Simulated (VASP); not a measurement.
# B33N32 (a cell with a defect) in VASP: single point with PBEsol

Aim: the single point of B33N32 (a cell with a defect) with PBEsol.

Program: VASP 6.6.1. These are calculated values, not measurements. Logs are shortened: lines on timing, memory, paths and dates and some standing lists are left out, and cuts for length are marked.

### Step 1. The cell of the first run

The cell holds a defect, 65 atoms: a = 7.212 Å, b = 7.212 Å, c = 7.212 Å, α = 90.00°, β = 90.00°, γ = 90.00°.

### Step 2. Single point, PBEsol, collinear spin

The input, INCAR:

```
PREC = Accurate
ENCUT = 520
EDIFF = 1E-6
ISMEAR = -1
SIGMA = 0.05
LREAL = Auto
LASPH = T
NELM = 150
ALGO = Normal
ISIF = 2
LWAVE = F
LCHARG = F
ISPIN = 2
MAGMOM = 0 0 0 0 0 0 0 0.077 0.077 0 0 0 0 0 0 0 0.077 0 0 0 0 0 0 0.077 0.077 0 0 0 0 0 0 0.077 0.077 0 0 0 0 0 0 0.077 0 0 0 0 0 0 0 0 0 0 0.077 0 0 0 0.077 0 0 0 0 0 0.077 0 0.077 0 0.077
LORBIT = 11
GGA = PS
ISYM = 0
NBANDS = 172
```

The input, KPOINTS:

```
Automatic mesh
0
Gamma
  1 1 1
  0.25 0.25 0.25
```

The input, POSCAR:

```
B33N32
1.0
    7.2115910000      0.0000000000      0.0000000000
    0.0000000000      7.2115910000      0.0000000000
    0.0000000000      0.0000000000      7.2115910000
B N
33 32
Direct
    0.0001730000      0.9998630000      0.9945830000
    0.9998250000      0.9995160000      0.4954180000
    0.0047230000      0.4987830000      0.9986950000
    0.9998870000      0.5002190000      0.4953470000
    0.4990910000      0.0044040000      0.9986830000
    0.5005320000      0.9995910000      0.4953350000
    0.4976880000      0.4973900000      0.9996390000
    0.4920740000      0.4917150000      0.4676830000
    0.6242610000      0.6239270000      0.7031360000
    0.2494600000      0.2491490000      0.9947170000
    0.2502550000      0.2499460000      0.4955510000
    0.2444420000      0.7502960000      0.9991350000
    0.2495390000      0.7490960000      0.4953720000
    0.7506040000      0.2441250000      0.9991390000
    0.7494070000      0.2492500000      0.4953820000
    0.7519370000      0.7516450000      0.9993140000
    0.7588620000      0.7584890000      0.4658650000
    0.2491090000      0.0003890000      0.2464220000
    0.2484160000      0.0008800000      0.7446390000
    0.2452980000      0.4989910000      0.2423840000
    0.2498160000      0.5011160000      0.7462920000
    0.7504300000      0.0042410000      0.2420170000
    0.7485400000      0.9994220000      0.7457090000
    0.7527050000      0.4969320000      0.2410020000
    0.7670850000      0.4805000000      0.7745900000
    0.0006950000      0.2488020000      0.2464340000
    0.0011970000      0.2481010000      0.7446310000
    0.0045590000      0.7501270000      0.2420010000
    0.9997430000      0.7482330000      0.7457200000
    0.4992980000      0.2449820000      0.2423700000
    0.5014210000      0.2494970000      0.7463020000
    0.4972320000      0.7524050000      0.2410080000
    0.4808040000      0.7667440000      0.7745830000
    0.1251350000      0.1248370000      0.1207640000
    0.1253900000      0.1250800000      0.6205840000
    0.1250050000      0.6249820000      0.1211190000
    0.1250950000      0.6248610000      0.6209080000
    0.6252770000      0.1246950000      0.1211200000
    0.6251680000      0.1247680000      0.6209050000
    0.6251740000      0.6248820000      0.1205400000
    0.3730610000      0.3727570000      0.1213480000
    0.3794950000      0.3791810000      0.6196740000
    0.3726170000      0.8774390000      0.1203120000
    0.3736450000      0.8760430000      0.6226260000
    0.8777400000      0.3723180000      0.1203260000
    0.8763630000      0.3733310000      0.6226480000
    0.8771130000      0.8768130000      0.1210380000
    0.8717970000      0.8714830000      0.6187560000
    0.3745190000      0.1245320000      0.3714870000
    0.3743120000      0.1260290000      0.8700830000
    0.3657600000      0.6246660000      0.3604150000
    0.3649090000      0.6252790000      0.8819550000
    0.8759450000      0.1252980000      0.3712790000
    0.8759390000      0.1234090000      0.8700110000
    0.8849700000      0.6250420000      0.3599140000
    0.8843290000      0.6247470000      0.8807050000
    0.1248310000      0.3742200000      0.3714970000
    0.1263440000      0.3740070000      0.8700820000
    0.1255970000      0.8756490000      0.3712680000
    0.1237220000      0.8756350000      0.8700130000
    0.6249590000      0.3654590000      0.3604200000
    0.6255830000      0.3646150000      0.8819550000
    0.6253280000      0.8846650000      0.3599100000
    0.6250390000      0.8840280000      0.8807020000
    0.6262650000      0.6259530000      0.5255890000
```

Potentials or basis: VASP PAW PBE potentials, release 64 (B, N).

Started as:

```sh
$ cat potpaw_PBE.64/B/POTCAR potpaw_PBE.64/N/POTCAR > POTCAR
$ mpirun -np 1 vasp_std > vasp.out
```

OUTCAR:

```text
PREC = Accurate
   ENCUT = 520
   EDIFF = 1E-6
   ISMEAR = -1
   LREAL = Auto
   LASPH = T
   NELM = 150
   ISIF = 2
   ISPIN = 2
   LORBIT = 11
   GGA = PS
   ISYM = 0

 ion  position               nearest neighbor table
   1  0.000  1.000  0.995-  60 1.55  54 1.55  47 1.55  34 1.57
   2  1.000  1.000  0.495-  59 1.56  53 1.56  35 1.57  48 1.58
   3  0.005  0.499  0.999-  56 1.52  36 1.54  58 1.56  45 1.56
   4  1.000  0.500  0.495-  57 1.56  37 1.56  55 1.57  46 1.57
   5  0.499  0.004  0.999-  64 1.52  38 1.54  50 1.56  43 1.56
   6  0.501  1.000  0.495-  49 1.56  39 1.56  63 1.57  44 1.57
   7  0.498  0.497  1.000-  41 1.54  40 1.57  52 1.58  62 1.58
   8  0.492  0.492  0.468-  65 1.43  61 1.53  51 1.53  42 1.59   9 2.17
   9  0.624  0.624  0.703-  65 1.28  25 1.55  33 1.55   8 2.17
  10  0.249  0.249  0.995-  50 1.55  58 1.55  41 1.56  34 1.56
  11  0.250  0.250  0.496-  49 1.56  57 1.56  35 1.56  42 1.59
  12  0.244  0.750  0.999-  52 1.51  36 1.53  60 1.56  43 1.57
  13  0.250  0.749  0.495-  37 1.56  59 1.56  51 1.57  44 1.58
  14  0.751  0.244  0.999-  62 1.51  38 1.53  54 1.56  45 1.57
[... 48 lines left out ...]
  63  0.625  0.885  0.360-  22 1.51  17 1.53   6 1.57  32 1.58
  64  0.625  0.884  0.881-   5 1.52  33 1.54  23 1.56  16 1.57
  65  0.626  0.626  0.526-   9 1.28  17 1.42   8 1.43

IMPORTANT INFORMATION: All symmetrisations will be switched off!
NOSYMM: (Re-)initialisation of all symmetry stuff for point group C_1.

----------------------------------------------------------------------------------------

                                     Primitive cell

  volume of cell :     375.0535

  direct lattice vectors                    reciprocal lattice vectors
     7.211591000  0.000000000  0.000000000     0.138665656  0.000000000  0.000000000
     0.000000000  7.211591000  0.000000000     0.000000000  0.138665656  0.000000000
     0.000000000  0.000000000  7.211591000     0.000000000  0.000000000  0.138665656

  length of vectors
     7.211591000  7.211591000  7.211591000     0.138665656  0.138665656  0.138665656

  position of ions in fractional coordinates (direct lattice)
     0.000173000  0.999863000  0.994583000
     0.999825000  0.999516000  0.495418000
     0.004723000  0.498783000  0.998695000
     0.999887000  0.500219000  0.495347000
     0.499091000  0.004404000  0.998683000
     0.500532000  0.999591000  0.495335000
[... 57 lines left out ...]
     0.625039000  0.884028000  0.880702000
     0.626265000  0.625953000  0.525589000

  ion indices of the primitive-cell ions
   primitive index   ion index
                 1           1
                 2           2
                 3           3
                 4           4
                 5           5
                 6           6
[... 57 lines left out ...]
                64          64
                65          65

----------------------------------------------------------------------------------------

 KPOINTS: Automatic mesh

Automatic generation of k-mesh.
 Grid dimensions read from file:
 generate k-points for:    1    1    1

 Generating k-lattice:

  Cartesian coordinates                     Fractional coordinates (reciprocal lattice)
     0.138665656  0.000000000  0.000000000     1.000000000  0.000000000  0.000000000
     0.000000000  0.138665656  0.000000000     0.000000000  1.000000000  0.000000000
     0.000000000  0.000000000  0.138665656     0.000000000  0.000000000  1.000000000

  Length of vectors
     0.138665656  0.138665656  0.138665656

  Shift w.r.t. Gamma in fractional coordinates (k-lattice)
     0.250000000  0.250000000  0.250000000

 Subroutine IBZKPT returns following result:
 ===========================================

 Found      4 irreducible k-points:

 Following reciprocal coordinates:
            Coordinates               Weight
[... 15 lines left out ...]
   ICHARG =      2    charge: 1-file 2-atom 10-const
   ISPIN  =      2    spin polarized calculation?
   LNONCOLLINEAR =      F non collinear calculations
   LSORBIT =      F    spin-orbit coupling
   LASPH  =      T    aspherical Exc in radial PAW
   ENCUT  =  520.0 eV  38.22 Ry    6.18 a.u.  13.41 13.41 13.41*2*pi/ulx,y,z
   NELM   =    150;   NELMIN=  2; NELMDL= -5     # of ELM steps
   EDIFF  = 0.1E-05   stopping-criterion for ELM
   LREAL  =      T    real-space projection
   EDIFFG = 0.1E-04   stopping-criterion for IOM
   NSW    =      0    number of steps for IOM
   IBRION =     -1    ionic relax: 0-MD 1-quasi-New 2-CG
   NFREE  =      0    steps in history (QN), initial steepest desc. (CG)
   ISIF   =      2    stress and relaxation
   ISYM   =      0    0-nonsym 1-usesym 2-fastsym
   POTIM  = 0.5000    time-step for ionic-motion
   TEBEG  =    0.0;   TEEND  =   0.0 temperature during run
   PSTRESS=    0.0 pullay stress
   NELECT =     259.0000    total number of electrons
   NUPDOWN=      -1.0000    fix difference up-down
   EMIN   =  10.00;   EMAX   =-10.00  energy-range for DOS
   EFERMI =   0.00;   METHOD = LEGACY
   ISMEAR =    -1;   SIGMA  =   0.05  broadening in eV -4-tet -1-fermi 0-gaus
   EFERMI_NEDOS =   21; number of points for ismear=-14 and -15
   IALGO  =     38    algorithm
   IMIX   =      4    mixing-type and parameters
     AMIX     =   0.40;   BMIX     =  1.00
     AMIX_MAG =   1.60;   BMIX_MAG =  1.00
  volume/ion in A,a.u.               =       5.77        38.94
  Fermi-wavevector in a.u.,A,eV,Ry     =   1.447028  2.734487 28.489112  2.093891
  Thomas-Fermi vector in A             =   2.565030
   LORBIT       =     11    0 simple, 1 ext, 2 COOP (PROOUT), +10 PAW based schemes
   GGA     = PS    functional components
   LHFCALC =     F    Hartree Fock is set to
   AEXX    =    0.0000 exact exchange contribution
   IVDW    =     0    specifies the selected vdW correction
   LEPSILON=     F    determine dielectric tensor
   LRPA    =     F    only Hartree local field effects (RPA)
 spin polarized calculation
  energy-cutoff  :      520.00
  volume of cell :      375.05
 maximum number of plane-waves:     10107
 NGX is ok and might be reduce to    54
   NGX = 27   NGY = 27   NGZ = 27

 number of electron     259.0000026 magnetization       0.9996843

 Free energy of the ion-electron system (eV)
  ---------------------------------------------------
  ext. energy  EPLUGINS =         0.00000000
  ---------------------------------------------------
  free energy    TOTEN  =      -583.12569395 eV

  energy without entropy =     -583.12550574  energy(sigma->0) =     -583.12559984

 E-fermi :  10.4076     XC(G=0): -13.1204

 val. band max:        9.9950074389   @ k =  -0.2500  -0.2500   0.2500
 cond. band min:      10.8260094549   @ k =  -0.2500   0.2500   0.2500
 fundamental gap:      0.8310020160
 Fermi energy:        10.4075809975

 spin component 1

 k-point     1 :       0.2500    0.2500    0.2500
  band No.  band energies     occupation
      1     -12.5346      1.00000
      2     -11.6438      1.00000
      3     -11.5472      1.00000
      4     -11.4385      1.00000
      5     -10.6855      1.00000
      6     -10.5780      1.00000
[... 565 lines left out ...]
    140      15.5484      0.00000
    141      15.6580      0.00000
 Fermi energy:        10.4075809975

 spin component 2

 k-point     1 :       0.2500    0.2500    0.2500
  band No.  band energies     occupation
      1     -12.5057      1.00000
      2     -11.5829      1.00000
      3     -11.5351      1.00000
      4     -11.4125      1.00000
      5     -10.6334      1.00000
      6     -10.5659      1.00000
[... 565 lines left out ...]
    140      15.5791      0.00000
    141      15.6854      0.00000
 [bands above 141 left out]

------------------------ aborting loop because EDIFF is reached ----------------------------------------

  FORCE on cell =-STRESS in cart. coord.  units (eV):
  Direction    XX          YY          ZZ          XY          YZ          ZX
  --------------------------------------------------------------------------------------
  -------------------------------------------------------------------------------------
  Total       25.2414880     25.2378259     43.6992200     -4.1632627     -0.9806462     -0.9921840
  in kB      107.8281790    107.8125352    186.6770818    -17.7848882     -4.1891861     -4.2384740
  external PRESSURE =     134.1059320 kB  Pullay stress =       0.0000000 kB

 VOLUME and BASIS-vectors are now :
 -----------------------------------------------------------------------------
  energy-cutoff  :      520.00
  volume of cell :      375.05
      direct lattice vectors                 reciprocal lattice vectors
     7.211591000  0.000000000  0.000000000     0.138665656  0.000000000  0.000000000
     0.000000000  7.211591000  0.000000000     0.000000000  0.138665656  0.000000000
     0.000000000  0.000000000  7.211591000     0.000000000  0.000000000  0.138665656

 POSITION                                       TOTAL-FORCE (eV/Angst)
 -----------------------------------------------------------------------------------
      0.00125      7.21060      7.17253         0.050235      0.051509      0.058386
      7.21033      7.20810      3.57275         0.057510      0.059122      0.042937
      0.03406      3.59702      7.20218         0.055138      0.066257      0.055363
      7.21078      3.60737      3.57224         0.067567      0.032936      0.076427
      3.59924      0.03176      7.20209         0.064852      0.057456      0.057436
      3.60963      7.20864      3.57215         0.032175      0.062565      0.077162
[... 57 lines left out ...]
      4.50753      6.37525      6.35126        -0.124359     -0.050458     -0.031701
      4.51637      4.51412      3.79033        -0.170075     -0.170592     -0.218055
 -----------------------------------------------------------------------------------
    total drift:                               -0.000440     -0.003703     -0.002638

  FREE ENERGIE OF THE ION-ELECTRON SYSTEM (eV)
  ---------------------------------------------------
  free  energy   TOTEN  =      -583.1256939491 eV

  energy  without entropy=     -583.1255057358  energy(sigma->0) =     -583.12559984

 total charge

# of ion       s       p       d       tot
------------------------------------------
    1        0.682   1.389   0.000   2.071
    2        0.676   1.362   0.000   2.038
    3        0.690   1.414   0.000   2.104
    4        0.673   1.357   0.000   2.030
    5        0.690   1.414   0.000   2.104
    6        0.673   1.357   0.000   2.030
[... 57 lines left out ...]
   64        1.213   2.767   0.000   3.980
   65        1.289   2.919   0.000   4.208
--------------------------------------------------
tot         61.625 135.078   0.000 196.703

 magnetization (x)

# of ion       s       p       d       tot
------------------------------------------
    1       -0.000  -0.000   0.000  -0.000
    2       -0.000  -0.000   0.000  -0.000
    3        0.001   0.003   0.000   0.004
    4       -0.000  -0.000   0.000  -0.000
    5        0.001   0.003   0.000   0.004
    6       -0.000  -0.000   0.000  -0.000
[... 57 lines left out ...]
   64        0.000   0.008   0.000   0.008
   65        0.009   0.326   0.000   0.335
--------------------------------------------------
tot          0.065   0.750   0.000   0.816
```

Run time: 13 min. Hardware: 1 thread of AMD EPYC 9R45 (Zen 5), shared host; peak memory 0.68 GiB.

Results:

```yaml
Free_energy: -583.1257 eV
Pressure: 13.4 GPa
Largest_force: 0.325 eV/Å
Band_gap_on_the_k_mesh: 0.83 eV
Net_moment: 1.00 μB per cell
Site_moments: B -0.00, +0.00, -0.01, +0.10, +0.01, +0.12 (each value once); N +0.00, +0.01, -0.00, +0.02, +0.34 (each value once) μB
Valence_electrons_inside_the_program's_atomic_spheres: B 2.07, 2.04, 2.10, 2.03, 2.17, 2.55, 2.11, 2.19, 2.12, 2.23 (each value once); N 3.97, 3.98, 4.03, 3.96, 3.93, 3.99, 4.00, 4.21 (each value once)
```

Forces in eV/Å, atoms in the order of the input:
```
B    0.050  0.052  0.058
B    0.058  0.059  0.043
B    0.055  0.066  0.055
B    0.068  0.033  0.076
B    0.065  0.057  0.057
B    0.032  0.063  0.077
B    0.047  0.047  0.067
B    0.106  0.119 -0.060
B    0.012  0.016  0.111
B    0.054  0.055  0.065
B    0.064  0.065  0.063
B    0.046  0.104  0.068
B    0.075  0.034  0.042
B    0.102  0.049  0.067
B    0.033  0.070  0.041
B    0.039  0.038  0.019
B    0.034  0.051  0.136
B    0.054  0.064  0.063
B    0.068  0.054  0.057
B    0.053  0.065  0.058
B    0.039  0.045  0.062
B    0.076  0.065  0.062
B    0.043  0.036  0.065
B    0.024  0.031  0.058
B    0.171  0.129  0.056
B    0.062  0.055  0.062
B    0.054  0.068  0.061
B    0.063  0.078  0.064
B    0.035  0.044  0.064
B    0.063  0.056  0.060
B    0.046  0.040  0.060
B    0.030  0.024  0.058
B    0.132  0.174  0.055
N   -0.051 -0.052 -0.058
N   -0.062 -0.064 -0.040
N   -0.055 -0.106 -0.064
N   -0.056 -0.056 -0.060
N   -0.103 -0.056 -0.065
N   -0.055 -0.050 -0.059
N   -0.053 -0.055 -0.047
N   -0.052 -0.053 -0.051
N   -0.090 -0.092 -0.031
N   -0.052 -0.064 -0.057
N   -0.038 -0.062 -0.053
N   -0.064 -0.053 -0.060
N   -0.064 -0.036 -0.058
N   -0.037 -0.038 -0.045
N   -0.054 -0.056 -0.040
N   -0.054 -0.058 -0.056
N   -0.050 -0.053 -0.064
N   -0.042 -0.028 -0.044
N   -0.039 -0.133 -0.103
N   -0.057 -0.054 -0.061
N   -0.047 -0.044 -0.057
N   -0.040 -0.048 -0.059
N   -0.046 -0.127 -0.029
N   -0.057 -0.055 -0.057
N   -0.054 -0.050 -0.064
N   -0.054 -0.058 -0.060
N   -0.044 -0.048 -0.056
N   -0.021 -0.047 -0.048
N   -0.131 -0.041 -0.102
N   -0.039 -0.046 -0.055
N   -0.124 -0.050 -0.032
N   -0.170 -0.171 -0.218
```

Levels at points of the mesh, in eV from the valence-band top:
Spin up:
```tsv
k point	band 126	band 127	band 128	band 129	band 130	band 131	band 132	band 133	band 134	band 135
(0.25, 0.25, 0.25)	-3.52	-2.89	-2.74	-1.99	-0.01	2.60	2.82	3.15	3.43	4.10
```
Spin down:
```tsv
k point	band 127	band 128	band 129	band 130	band 131	band 132
(0.25, 0.25, 0.25)	-2.87	-2.58	-1.75	0.84	2.67	2.85
```

Caveat: the PAW data sets were made with another functional, which shifts forces and pressure a little.
